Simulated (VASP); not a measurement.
# H3CN: single point with r2SCAN

System: H3CN.

```xyz
30
Lattice="7.6631 0.0000 0.0000 0.0000 7.6631 0.0000 0.0000 0.0000 7.6631" Properties=species:S:1:pos:R:3 pbc="T T T"
N     2.7497    3.5194    8.8392
N     3.2885    3.2993    7.9124
N     5.1129    6.8731    5.6833
N     4.5784    6.2878    4.9294
N     5.5322    1.5774    2.2716
N     5.9885    1.5110    3.2640
C     1.3371    4.0907    4.9607
C    -0.0380    4.1236    5.6185
C     6.3024    4.6970    1.7745
C     6.8295    6.1058    1.5539
C     2.7485    7.3453    1.9763
C     2.5229    7.5110    0.4799
H     1.6237    3.0744    4.6838
H     1.3635    4.6986    4.0542
H     2.1060    4.4762    5.6339
H    -0.2915    5.1306    5.9536
H    -0.8178    3.7980    4.9261
H    -0.0789    3.4676    6.4901
H     6.0075    4.2314    0.8328
H     7.0641    4.0631    2.2313
H     5.4314    4.6937    2.4323
H     7.1078    6.5733    2.5006
H     7.7139    6.0994    0.9169
H     6.0850    6.7432    1.0755
H     2.8134    8.3138    2.4758
H     1.9361    6.7902    2.4443
H     3.6745    6.8074    2.1813
H     2.4404    6.5441   -0.0198
H     1.6061    8.0651    0.2730
H     3.3471    8.0520    0.0141
```

```json
{
 "Program": "VASP 6.6.1",
 "Task": "single point",
 "Functional": "r2SCAN",
 "Potentials or basis": "VASP PAW PBE potentials, release 64 (N_h, C_h, H_h)",
 "Cutoff": "1080 eV",
 "k mesh": "1 × 1 × 1",
 "Occupations": "fermi-dirac, width 0.05 eV",
 "Spin": "no spin polarisation"
}
```

* Pressure: 0.0 GPa
* Largest force: 0.187 eV/Å

Forces in eV/Å, atoms in the order of the input:
```
N    0.072 -0.042 -0.135
N   -0.091  0.060  0.152
N   -0.036 -0.038 -0.050
N    0.047  0.034  0.053
N    0.041 -0.009  0.113
N   -0.043  0.009 -0.124
C   -0.032  0.008  0.038
C    0.047 -0.016 -0.038
C    0.010  0.029 -0.009
C   -0.015 -0.035  0.011
C   -0.010  0.006 -0.024
C    0.011  0.003  0.026
H   -0.014  0.013 -0.004
H   -0.007 -0.003  0.014
H   -0.018 -0.025 -0.046
H    0.008  0.003  0.001
H    0.025  0.010  0.044
H    0.016  0.010 -0.013
H    0.002 -0.007  0.009
H    0.002  0.002  0.005
H   -0.002 -0.001  0.003
H   -0.002 -0.002 -0.014
H    0.003 -0.005 -0.009
H   -0.006 -0.007 -0.004
H   -0.003  0.003  0.003
H   -0.007 -0.006  0.001
H    0.005 -0.002  0.002
H    0.001 -0.003 -0.004
H   -0.009  0.003  0.000
H    0.003  0.007 -0.001
```

Stress tensor (GPa, compression positive):
```
 0.04  0.05 -0.01
 0.05  0.18 -0.04
-0.01 -0.04 -0.21
```

Levels at points of the mesh, in eV from the Fermi level:
| k point | band 33 | band 34 | band 35 | band 36 | band 37 | band 38 | band 39 | band 40 |
| --- | --- | --- | --- | --- | --- | --- | --- | --- |
| (0.00, 0.00, 0.00) | -1.48 | -1.41 | -1.36 | -1.32 | 5.26 | 5.28 | 5.36 | 5.38 |

Run time: 11 min on 1 thread of Intel(R) Xeon(R) Platinum 8375C CPU @ 2.90GHz (Ice Lake), with other jobs on the host, peak memory 1.2 GiB.

Caveat: the k points lie up to 0.82 Å⁻¹ apart, too coarse for converged energies, forces and pressures; the PAW data sets were made with another functional, which shifts forces and pressure a little.
